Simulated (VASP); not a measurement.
# Ni (Fm-3m) in VASP: notebook

The runs below take Ni through electric field gradients, with PBE, PBEsol.

All numbers are computed with VASP 6.6.1; they aren't measurements. Logs are shortened: lines on timing, memory, paths and dates and some standing lists are left out, and cuts for length are marked.

## (1) The cell of the first run

Symmetry: Fm-3m, No. 225, cubic system. Conventional cell: a = 3.582 Å, b = 3.582 Å, c = 3.582 Å, α = 90.00°, β = 90.00°, γ = 90.00°. Within 3.3 Å of Ni (site symmetry m-3m) lie 12 Ni at 2.53 Å.

## (2) Electric field gradients, PBE, collinear spin, ferromagnetic start (volume scaled by 1.04)

The input, INCAR:

```
SYSTEM = Ni
PREC = Accurate
ENCUT = 520
EDIFF = 1E-8
ISMEAR = -1
SIGMA = 0.05
LREAL = .False.
LASPH = .True.
NELM = 150
ALGO = Normal
ISIF = 2
LWAVE = .False.
LCHARG = .False.
ISPIN = 2
MAGMOM = 1.5
LORBIT = 11
LMAXMIX = 4
GGA = PE
LEFG = .True.
NBANDS = 15
```

The input, KPOINTS:

```
regular mesh
0
Gamma
  18 18 18
  0 0 0
```

The input, POSCAR:

```
Ni
1.0
    0.0000000000      1.7912151680      1.7912151680
    1.7912151680      0.0000000000      1.7912151680
    1.7912151680      1.7912151680      0.0000000000
Ni
1
Direct
    0.0000000000      0.0000000000      0.0000000000
```

Potentials or basis: VASP PAW PBE potentials, release 64 (Ni).

The run is started by

```bash
> cat potpaw_PBE.64/Ni/POTCAR > POTCAR
> mpirun -np 1 vasp_std > vasp.out
```

OUTCAR:

```text
SYSTEM = Ni
   PREC = Accurate
   ENCUT = 520
   EDIFF = 1E-8
   ISMEAR = -1
   LREAL = .False.
   LASPH = .True.
   NELM = 150
   ISIF = 2
   ISPIN = 2
   LORBIT = 11
   GGA = PE

 ion  position               nearest neighbor table
   1  0.000  0.000  0.000-

  LATTYP: Found a face centered cubic cell.
 ALAT       =     3.5824303360

  Lattice vectors:

 A1 = (   0.0000000000,   1.7912151680,   1.7912151680)
 A2 = (   1.7912151680,   0.0000000000,   1.7912151680)
 A3 = (   1.7912151680,   1.7912151680,   0.0000000000)

Analysis of symmetry for initial positions (statically):
=====================================================================
 Subroutine PRICEL returns:
 Original cell was already a primitive cell.

 Routine SETGRP: Setting up the symmetry group for a
 face centered cubic supercell.

 Subroutine GETGRP returns: Found 48 space group operations
 (whereof 48 operations were pure point group operations)
 out of a pool of 48 trial point group operations.

The static configuration has the point symmetry O_h .

Analysis of symmetry for dynamics (positions and initial velocities):
=====================================================================
 Subroutine PRICEL returns:
 Original cell was already a primitive cell.

 Routine SETGRP: Setting up the symmetry group for a
 face centered cubic supercell.

 Subroutine GETGRP returns: Found 48 space group operations
 (whereof 48 operations were pure point group operations)
 out of a pool of 48 trial point group operations.

The dynamic configuration has the point symmetry O_h .

Analysis of structural, dynamic, and magnetic symmetry:
=====================================================================
 Subroutine PRICEL returns:
 Original cell was already a primitive cell.

 Routine SETGRP: Setting up the symmetry group for a
 face centered cubic supercell.

 Subroutine GETGRP returns: Found 48 space group operations
 (whereof 48 operations were pure point group operations)
 out of a pool of 48 trial point group operations.

The overall configuration has the point symmetry O_h .

 Subroutine INISYM returns: Found 48 space group operations
 (whereof 48 operations are pure point group operations),
 and found     1 'primitive' translations

----------------------------------------------------------------------------------------

                                     Primitive cell

  volume of cell :      11.4941

  direct lattice vectors                    reciprocal lattice vectors
     0.000000000  1.791215168  1.791215168    -0.279140111  0.279140111  0.279140111
     1.791215168  0.000000000  1.791215168     0.279140111 -0.279140111  0.279140111
     1.791215168  1.791215168  0.000000000     0.279140111  0.279140111 -0.279140111

  length of vectors
     2.533160784  2.533160784  2.533160784     0.483484854  0.483484854  0.483484854

  position of ions in fractional coordinates (direct lattice)
     0.000000000  0.000000000  0.000000000

  ion indices of the primitive-cell ions
   primitive index   ion index
                 1           1

----------------------------------------------------------------------------------------

 KPOINTS: regular mesh

Automatic generation of k-mesh.
 Grid dimensions read from file:
 generate k-points for:   18   18   18

 Generating k-lattice:

  Cartesian coordinates                     Fractional coordinates (reciprocal lattice)
    -0.015507784  0.015507784  0.015507784     0.055555556  0.000000000  0.000000000
     0.015507784 -0.015507784  0.015507784     0.000000000  0.055555556  0.000000000
     0.015507784  0.015507784 -0.015507784     0.000000000  0.000000000  0.055555556

  Length of vectors
     0.026860270  0.026860270  0.026860270

  Shift w.r.t. Gamma in fractional coordinates (k-lattice)
     0.000000000  0.000000000  0.000000000

 Subroutine IBZKPT returns following result:
 ===========================================

 Found    195 irreducible k-points:

 Following reciprocal coordinates:
            Coordinates               Weight
  0.000000  0.000000  0.000000      1.000000
  0.055556  0.000000  0.000000      8.000000
  0.111111  0.000000  0.000000      8.000000
  0.166667  0.000000  0.000000      8.000000
  0.222222  0.000000  0.000000      8.000000
  0.277778  0.000000  0.000000      8.000000
[... 16 lines left out ...]
 -0.277778  0.055556  0.000000     24.000000
 -0.222222  0.055556  0.000000     24.000000
 [... further k-points ...]
   k-points           NKPTS =    195   k-points in BZ     NKDIM =    195   number of bands    NBANDS=     15
   number of dos      NEDOS =    301   number of ions     NIONS =      1
   total plane-waves  NPLWV =   8000
   dimension x,y,z NGX =    20 NGY =   20 NGZ =   20
   dimension x,y,z NGXF=    40 NGYF=   40 NGZF=   40
   ions per type =               1
   NGX,Y,Z   is equivalent  to a cutoff of  13.13, 13.13, 13.13 a.u.
   NGXF,Y,Z  is equivalent  to a cutoff of  26.25, 26.25, 26.25 a.u.
 SYSTEM =  Ni
   PREC   = accura    normal or accurate (medium, high low for compatibility)
   ISTART =      0    job   : 0-new  1-cont  2-samecut
   ICHARG =      2    charge: 1-file 2-atom 10-const
   ISPIN  =      2    spin polarized calculation?
   LNONCOLLINEAR =      F non collinear calculations
   LSORBIT =      F    spin-orbit coupling
   LASPH  =      T    aspherical Exc in radial PAW
   ENCUT  =  520.0 eV  38.22 Ry    6.18 a.u.   4.71  4.71  4.71*2*pi/ulx,y,z
   NELM   =    150;   NELMIN=  2; NELMDL= -5     # of ELM steps
   EDIFF  = 0.1E-07   stopping-criterion for ELM
   LREAL  =      F    real-space projection
   EDIFFG = 0.1E-06   stopping-criterion for IOM
   NSW    =      0    number of steps for IOM
   IBRION =     -1    ionic relax: 0-MD 1-quasi-New 2-CG
   NFREE  =      0    steps in history (QN), initial steepest desc. (CG)
   ISIF   =      2    stress and relaxation
   ISYM   =      2    0-nonsym 1-usesym 2-fastsym
   POTIM  = 0.5000    time-step for ionic-motion
   TEBEG  =    0.0;   TEEND  =   0.0 temperature during run
   PSTRESS=    0.0 pullay stress
   NELECT =      10.0000    total number of electrons
   NUPDOWN=      -1.0000    fix difference up-down
   EMIN   =  10.00;   EMAX   =-10.00  energy-range for DOS
   EFERMI =   0.00;   METHOD = LEGACY
   ISMEAR =    -1;   SIGMA  =   0.05  broadening in eV -4-tet -1-fermi 0-gaus
   EFERMI_NEDOS =   21; number of points for ismear=-14 and -15
   IALGO  =     38    algorithm
   IMIX   =      4    mixing-type and parameters
     AMIX     =   0.40;   BMIX     =  1.00
     AMIX_MAG =   1.60;   BMIX_MAG =  1.00
  volume/ion in A,a.u.               =      11.49        77.57
  Fermi-wavevector in a.u.,A,eV,Ry     =   1.562849  2.953357 33.232198  2.442498
  Thomas-Fermi vector in A             =   2.665707
   LORBIT       =     11    0 simple, 1 ext, 2 COOP (PROOUT), +10 PAW based schemes
   GGA     = PE    functional components
   LHFCALC =     F    Hartree Fock is set to
   AEXX    =    0.0000 exact exchange contribution
   IVDW    =     0    specifies the selected vdW correction
   LEPSILON=     F    determine dielectric tensor
   LRPA    =     F    only Hartree local field effects (RPA)
 spin polarized calculation
  energy-cutoff  :      520.00
  volume of cell :       11.49
 maximum number of plane-waves:       331
   NGX =  9   NGY =  9   NGZ =  9

 number of electron      10.0000000 magnetization       1.5000000

 number of electron       9.9999994 magnetization       0.6248954

 Free energy of the ion-electron system (eV)
  ---------------------------------------------------
  ext. energy  EPLUGINS =         0.00000000
  ---------------------------------------------------
  free energy    TOTEN  =        -5.45978338 eV

  energy without entropy =       -5.44510834  energy(sigma->0) =       -5.45244586

 E-fermi :   8.6220     XC(G=0): -12.9345

 val. band max:        8.6205997748   @ k =   0.3889   0.0556   0.0000
 cond. band min:       8.6227734358   @ k =   0.3889   0.0556   0.0000
 fundamental gap:      0.0021736610
 Fermi energy:         8.6219741361

 spin component 1

 k-point     1 :       0.0000    0.0000    0.0000
  band No.  band energies     occupation
      1      -0.0116      1.00000
      2       6.3214      1.00000
      3       6.3214      1.00000
      4       6.3214      1.00000
      5       7.4162      1.00000
      6       7.4162      1.00000
      7      31.8767      0.00000
      8      35.3123      0.00000
      9      35.3123      0.00000
     10      35.3123      0.00000
     11      38.0917      0.00000
     12      38.0917      0.00000
     13      38.0917      0.00000
     14      41.1703      0.00000
     15      46.8759      0.00000
[... 397 lines left out ...]
 k-point    24 :      -0.2222    0.0556    0.0000
  band No.  band energies     occupation
      1       2.0956      1.00000
      2       5.9853      1.00000
      3       6.5375      1.00000
      4       6.5779      1.00000
      5       7.3227      1.00000
      6       7.6081      1.00000
      7      23.0241      0.00000
      8      29.9511      0.00000
      9      33.3628      0.00000
     10      35.0862      0.00000
     11      37.4941      0.00000
     12      37.8843      0.00000
     13      42.0665      0.00000
     14      42.8321      0.00000
     15      45.7195      0.00000

 [... further k-points ...]

 spin component 2

 k-point     1 :       0.0000    0.0000    0.0000
  band No.  band energies     occupation
      1      -0.0525      1.00000
      2       7.0775      1.00000
      3       7.0775      1.00000
      4       7.0775      1.00000
      5       7.9957      1.00000
      6       7.9957      1.00000
      7      31.7030      0.00000
      8      35.2957      0.00000
      9      35.2957      0.00000
     10      35.2957      0.00000
     11      38.1835      0.00000
     12      38.1835      0.00000
     13      38.1835      0.00000
     14      41.0409      0.00000
     15      47.0510      0.00000
[... 397 lines left out ...]
 k-point    24 :      -0.2222    0.0556    0.0000
  band No.  band energies     occupation
      1       2.0786      1.00000
      2       6.6545      1.00000
      3       7.2272      1.00000
      4       7.2817      1.00000
      5       7.9607      1.00000
      6       8.2610      0.99927
      7      23.1458      0.00000
      8      29.9657      0.00000
      9      33.3076      0.00000
     10      35.1661      0.00000
     11      37.5168      0.00000
     12      37.8487      0.00000
     13      42.0570      0.00000
     14      42.9269      0.00000
     15      45.8424      0.00000

 [... further k-points ...]

------------------------ aborting loop because EDIFF is reached ----------------------------------------

  FORCE on cell =-STRESS in cart. coord.  units (eV):
  Direction    XX          YY          ZZ          XY          YZ          ZX
  --------------------------------------------------------------------------------------
  -------------------------------------------------------------------------------------
  Total       -0.6718427     -0.6718427     -0.6718427     -0.0000000      0.0000000     -0.0000000
  in kB      -93.6493867    -93.6493867    -93.6493867     -0.0000000      0.0000000     -0.0000000
  external PRESSURE =     -93.6493867 kB  Pullay stress =       0.0000000 kB

 VOLUME and BASIS-vectors are now :
 -----------------------------------------------------------------------------
  energy-cutoff  :      520.00
  volume of cell :       11.49
      direct lattice vectors                 reciprocal lattice vectors
     0.000000000  1.791215168  1.791215168    -0.279140111  0.279140111  0.279140111
     1.791215168  0.000000000  1.791215168     0.279140111 -0.279140111  0.279140111
     1.791215168  1.791215168  0.000000000     0.279140111  0.279140111 -0.279140111

 POSITION                                       TOTAL-FORCE (eV/Angst)
 -----------------------------------------------------------------------------------
      0.00000      0.00000      0.00000         0.000000      0.000000      0.000000
 -----------------------------------------------------------------------------------
    total drift:                               -0.000000     -0.000000     -0.000000

  FREE ENERGIE OF THE ION-ELECTRON SYSTEM (eV)
  ---------------------------------------------------
  free  energy   TOTEN  =        -5.4597833757 eV

  energy  without entropy=       -5.4451083397  energy(sigma->0) =       -5.45244586

 Electric field gradients (V/A^2)
---------------------------------------------------------------------
 ion       V_xx      V_yy      V_zz      V_xy      V_xz      V_yz
---------------------------------------------------------------------
   1      -0.000    -0.000    -0.000    -0.001    -0.001    -0.001
---------------------------------------------------------------------

 Electric field gradients after diagonalization (V/A^2)
 (convention: |V_zz| > |V_xx| > |V_yy|)
----------------------------------------------------------------------
 ion       V_xx      V_yy      V_zz     asymmetry (V_yy - V_xx)/ V_zz
----------------------------------------------------------------------
   1       0.001     0.001    -0.002       0.000
----------------------------------------------------------------------

           NMR quadrupolar parameters

 Cq : quadrupolar parameter    Cq=e*Q*V_zz/h
 eta: asymmetry parameters     (V_yy - V_xx)/ V_zz
 Q  : nuclear electric quadrupole moment in mb (millibarn)
----------------------------------------------------------------------
 ion       Cq(MHz)       eta       Q (mb)
----------------------------------------------------------------------
   1      -0.000       0.000       1.000
----------------------------------------------------------------------

 total charge

# of ion       s       p       d       tot
------------------------------------------
    1        0.475   0.451   8.292   9.218

 magnetization (x)

# of ion       s       p       d       tot
------------------------------------------
    1       -0.007  -0.024   0.673   0.642
```

Wall time 66 s (1 thread of AMD EPYC 7R13 (Zen 3), shared host); peak memory 0.14 GiB.

Results:

| Quantity | Value |
| --- | --- |
| Free energy | -5.4598 eV |
| Pressure | -9.4 GPa |
| Net moment | 0.62 μB per cell |
| Site moments | Ni +0.64 μB |
| Valence electrons inside the program's atomic spheres | Ni 9.22 |

Caveat: without QUAD_EFG the Cq values of the log hold for a quadrupole moment of 1 mb, not for the nuclei.

(Continued in part 2 of 2.)
